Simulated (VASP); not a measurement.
# Fe3Co (P4/mmm) in VASP: a series of runs, part 2 of 2

VASP 6.6.1.

### Step 5. Single point, PBEsol+D3(BJ), collinear spin, ferromagnetic start

INCAR reads:

```
SYSTEM = Fe3Co
ALGO     = Normal         ! electronic algorithm
EDIFF    = 1E-6           ! SCF threshold, eV
ENCUT    = 600            ! plane-wave cutoff, eV
GGA      = PS             ! functional
GGA_COMPAT= .FALSE.      
ISIF     = 2              ! what is computed and relaxed
ISMEAR   = -1             ! smearing method
ISPIN    = 2              ! spin polarisation
IVDW     = 12             ! dispersion correction
LASPH    = .TRUE.         ! aspherical terms in the spheres
LCHARG   = .FALSE.        ! write CHGCAR
LMAXMIX  = 4              ! l up to which the mixer works
LORBIT   = 11             ! projections on sites
LREAL    = .FALSE.        ! projectors in reciprocal space
LWAVE    = .FALSE.        ! write WAVECAR
MAGMOM   = 3.5 3.5 3.5 2.5 ! initial moments
NBANDS   = 28             ! bands
NELM     = 200            ! most SCF steps
PREC     = Accurate       ! precision mode
SIGMA    = 0.15           ! smearing width, eV
```

KPOINTS reads:

```
k-points
0
G
  4 4 6
  0 0 0
```

POSCAR reads:

```
Fe3Co
1.0
    4.0235790000      0.0000000000      0.0000000000
    0.0000000000      4.0235790000      0.0000000000
    0.0000000000      0.0000000000      2.8277050000
Fe Co
3 1
Direct
    0.5000000000      0.5000000000      0.0000000000
    0.5000000000      0.0000000000      0.5000000000
    0.0000000000      0.5000000000      0.5000000000
    0.0000000000      0.0000000000      0.0000000000
```

Command:

```bash
$ cat potpaw_PBE.64/Fe/POTCAR potpaw_PBE.64/Co/POTCAR > POTCAR
$ mpirun -np 1 vasp_std > vasp.out
```

It took 65 s on 1 thread of AMD EPYC 7R13 (Zen 3), shared host; peak memory 0.2 GiB.

It converged, with:

* Free energy: -35.9387 eV
* Pressure: -13.2 GPa
* Net moment: 9.07 μB per cell
* Site moments: Fe +2.28, +2.53 (each value once); Co +1.71 μB
* Valence electrons inside the program's atomic spheres: Fe 7.27, 7.21 (each value once); Co 8.24
* Dispersion energy per atom: -0.337 eV

Stress tensor (GPa, compression positive):
```
-13.19   0.00   0.00
  0.00 -13.19   0.00
  0.00   0.00 -13.10
```

Levels at points of the mesh, in eV from the Fermi level:
Spin up:
```tsv
k point	band 18	band 19	band 20	band 21	band 22	band 23	band 24	band 25
(0.00, 0.00, 0.00)	-0.47	-0.33	0.05	0.05	0.09	0.09	6.66	6.77
(0.50, 0.00, 0.00)	-1.45	-1.31	-1.22	-0.44	0.01	4.62	4.63	7.09
(0.50, 0.50, 0.00)	-1.51	-1.40	-1.40	-0.36	-0.18	-0.18	-0.18	16.32
(0.00, 0.00, 0.50)	-1.24	-1.23	-1.19	-0.12	-0.11	8.08	8.11	8.12
(0.50, 0.00, 0.50)	-1.11	-0.97	-0.76	1.65	1.78	1.96	2.03	10.38
(0.50, 0.50, 0.50)	-0.07	-0.07	0.05	0.15	0.15	0.15	0.25	6.51
```
Spin down:
| k point | band 10 | band 11 | band 12 | band 13 | band 14 | band 15 |
| --- | --- | --- | --- | --- | --- | --- |
| (0.00, 0.00, 0.00) | -0.63 | 0.30 | 0.30 | 0.76 | 0.84 | 1.15 |
| (0.50, 0.00, 0.00) | -0.78 | -0.73 | -0.06 | 0.26 | 0.59 | 0.63 |
| (0.50, 0.50, 0.00) | -0.68 | -0.68 | -0.07 | -0.07 | -0.04 | -0.03 |
| (0.00, 0.00, 0.50) | -0.92 | -0.42 | -0.42 | -0.08 | -0.08 | 0.42 |
| (0.50, 0.00, 0.50) | -1.41 | -1.36 | -1.28 | 0.58 | 0.83 | 0.88 |
| (0.50, 0.50, 0.50) | 0.35 | 0.35 | 0.50 | 0.64 | 0.67 | 1.18 |

Caveat: the k points lie up to 0.39 Å⁻¹ apart; the PAW data sets were made with another functional, which shifts forces and pressure a little.

### Step 6. Single point, PBEsol+D3(BJ), collinear spin, ferromagnetic start

INCAR reads:

```
ALGO     = Normal         # electronic algorithm
EDIFF    = 1E-6           # SCF threshold, eV
ENCUT    = 600            # plane-wave cutoff, eV
GGA      = PS             # functional
GGA_COMPAT= False        
ISIF     = 2              # what is computed and relaxed
ISMEAR   = -1             # smearing method
ISPIN    = 2              # spin polarisation
IVDW     = 12             # dispersion correction
LASPH    = True           # aspherical terms in the spheres
LCHARG   = False          # write CHGCAR
LMAXMIX  = 4              # l up to which the mixer works
LORBIT   = 11             # projections on sites
LREAL    = False          # projectors in reciprocal space
LWAVE    = False          # write WAVECAR
MAGMOM   = 3.5 3.5 3.5 2.5 # initial moments
NBANDS   = 28             # bands
NELM     = 200            # most SCF steps
PREC     = Accurate       # precision mode
SIGMA    = 0.15           # smearing width, eV
```

KPOINTS reads:

```
k-points
0
Gamma
  5 5 7
```

POSCAR is that of step 5.

Potentials or basis: VASP PAW PBE potentials, release 64 (Fe, Co).

Command:

```bash
$ cat potpaw_PBE.64/Fe/POTCAR potpaw_PBE.64/Co/POTCAR > POTCAR
$ mpirun -np 1 vasp_std > vasp.out
```

Run time: 67 s. Hardware: 1 thread of AMD EPYC 7R13 (Zen 3), shared host; peak memory 0.2 GiB.

Results (log left out):

```yaml
Free_energy: -35.9800 eV
Pressure: -13.2 GPa
Net_moment: 9.11 μB per cell
Site_moments: Fe +2.31, +2.54 (each value once); Co +1.70 μB
Valence_electrons_inside_the_program's_atomic_spheres: Fe 7.27, 7.21 (each value once); Co 8.24
Dispersion_energy_per_atom: -0.337 eV
```

Stress tensor (GPa, compression positive):
```
-13.39   0.00   0.00
  0.00 -13.39   0.00
  0.00   0.00 -12.80
```

Levels at points of the mesh, in eV from the Fermi level:
Spin up:
```csv
k point,band 17,band 18,band 19,band 20,band 21,band 22,band 23,band 24,band 25,band 26
"(0.00, 0.00, 0.00)",-0.45,-0.45,-0.31,0.07,0.07,0.14,0.14,6.69,6.80,9.41
```
Spin down:
```csv
k point,band 9,band 10,band 11,band 12,band 13,band 14,band 15,band 16
"(0.00, 0.00, 0.00)",-0.59,-0.59,0.34,0.34,0.79,0.87,1.19,1.52
```

Caveat: the cell stands under tension; the PAW data sets were made with another functional, which shifts forces and pressure a little.

### Step 7. The runs side by side

| k mesh | gap on the mesh (eV) | pressure (GPa) | moment (μB) |
| --- | --- | --- | --- |
| 2 × 2 × 3 | none | -13.0 | 8.72 |
| 3 × 3 × 4 | none | -14.3 | 8.85 |
| 4 × 4 × 5 | none | -13.0 | 9.12 |
| 4 × 4 × 6 | none | -13.2 | 9.07 |
| 5 × 5 × 7 | none | -13.2 | 9.11 |

Alike in all rows: task single point; level PBEsol+D3(BJ); potentials or basis VASP PAW PBE potentials, release 64 (Fe, Co); spin collinear, ferromagnetic start; cell as given; cutoff (eV) 600; smearing fermi-dirac 0.15 eV.

Caveats: some runs use coarse meshes; the PAW data sets were made with another functional, which shifts forces and pressure a little; the cell stands under tension (at least some runs).

Absolute energies hang on the potentials; compare differences alone.
